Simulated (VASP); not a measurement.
Here is a VASP 6.6.1 calculation.

Contents of INCAR:

```
PREC = Accurate
ENCUT = 820
EDIFF = 1E-6
ISMEAR = -1
SIGMA = 0.05
LREAL = False
LASPH = True
NELM = 120
ALGO = Normal
ISIF = 2
LWAVE = False
LCHARG = True
LELF = True
LVHAR = True
NBANDS = 26
GGA_COMPAT = False
```

The input KPOINTS:

```
Automatic mesh
0
Gamma
  13 13 7
```

Contents of POSCAR:

```
Cu
1.0
    2.5730649657      0.0000000000      0.0000000000
   -1.2865324828      2.2283396258      0.0000000000
    0.0000000000      0.0000000000      4.1683652444
Cu
2
Direct
    0.3666666667      0.6833333333      0.2750000000
    0.6333333333      0.3166666667      0.7250000000
```

Potentials or basis: VASP PAW LDA potentials, release 64 (Cu_sv_GW).

The run is started by

```sh
$ cat potpaw_LDA.64/Cu_sv_GW/POTCAR > POTCAR
$ mpirun -np 1 vasp_std > vasp.out
```

Question: Predict the pressure.

Answer: -10.7 GPa.

Question: Predict the largest force.

Answer: 1.379 eV/Å.

Question: What does it give for the band gap on the k mesh?

Answer: Zero (bands 19 and 20 overlap by 4.72 eV).

Forces in eV/Å, atoms in the order of the input:
```
Cu  -0.165 -0.096 -1.366
Cu   0.165  0.096  1.366
```

Caveat: the cell differs from its parent crystal (shortest bond scaled by 1.1); the stress differs along the axes, from -14 to -5 GPa; forces of over 1 eV/Å act on the atoms, so gaps and moduli don't describe the material at rest.
